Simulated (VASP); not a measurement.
Wanted: the native input for a VASP 6.6.1 run.

- Task: single point
- Functional: r2SCAN
- Potentials or basis: VASP PAW PBE potentials, release 64 (H)
- Cutoff: 520 eV
- k mesh: 6 × 6 × 4
- Occupations: gaussian, width 0.02 eV
- Spin: no spin polarisation
- Dipole correction: no
- Further INCAR settings: ALGO = Normal; EDIFF = 1e-06; NBANDS = 10

The system is H.

```xyz
4
Lattice="1.6485 -2.7317 0.0000 1.6485 2.7317 0.0000 0.0000 0.0000 6.3138" Properties=species:S:1:pos:R:3 pbc="T T T"
H     1.6485   -0.3705    6.3107
H     1.6485    0.3705    0.0031
H     1.6485    0.3705    3.1538
H     1.6485   -0.3705    3.1599
```

One way to write it, as run:

POSCAR

```
H
1.0
    1.6485318600     -2.7316882300      0.0000000000
    1.6485318600      2.7316882300      0.0000000000
    0.0000000000      0.0000000000      6.3137686200
H
4
Direct
    0.5678085000      0.4321915000      0.9995149500
    0.4321915000      0.5678085000      0.0004850500
    0.4321915000      0.5678085000      0.4995149500
    0.5678085000      0.4321915000      0.5004850500
```

INCAR.step1

```
SYSTEM = H
  PREC = Accurate
  ENCUT = 520
  ISMEAR = 0
  SIGMA = 0.02
  LREAL = .FALSE.
  LASPH = .TRUE.
  NELM = 60
  NBANDS = 10
  GGA = PE
  ALGO = Normal
  EDIFF = 1E-4
  LWAVE = .TRUE.
  LCHARG = .FALSE.
```

INCAR.step2

```
SYSTEM = H
  PREC = Accurate
  ENCUT = 520
  EDIFF = 1E-6
  ISMEAR = 0
  SIGMA = 0.02
  LREAL = .FALSE.
  LASPH = .TRUE.
  NELM = 60
  ALGO = Normal
  ISIF = 2
  LWAVE = .FALSE.
  LCHARG = .FALSE.
  METAGGA = R2SCAN
  LMIXTAU = .TRUE.
  NBANDS = 10
  ISTART = 1
```

KPOINTS

```
Automatic mesh
0
G
  6 6 4
  0 0 0
```

Potentials or basis: VASP PAW PBE potentials, release 64 (H).

The run is started by

```bash
$ cat potpaw_PBE.64/H/POTCAR > POTCAR
$ cp INCAR.step1 INCAR
$ mpirun -np 1 vasp_std > vasp.out
$ cp INCAR.step2 INCAR
$ mpirun -np 1 vasp_std > vasp.out
```

It gave:

```
Pressure               : 0.1 GPa
Largest force          : 0.010 eV/Å
Band gap on the k mesh : 9.09 eV
```

Caveat: the PAW data sets were made with another functional, which shifts forces and pressure a little.

It took 2.1 min on 1 thread of AMD EPYC 7R13, on a shared host, peak memory 0.14 GiB.
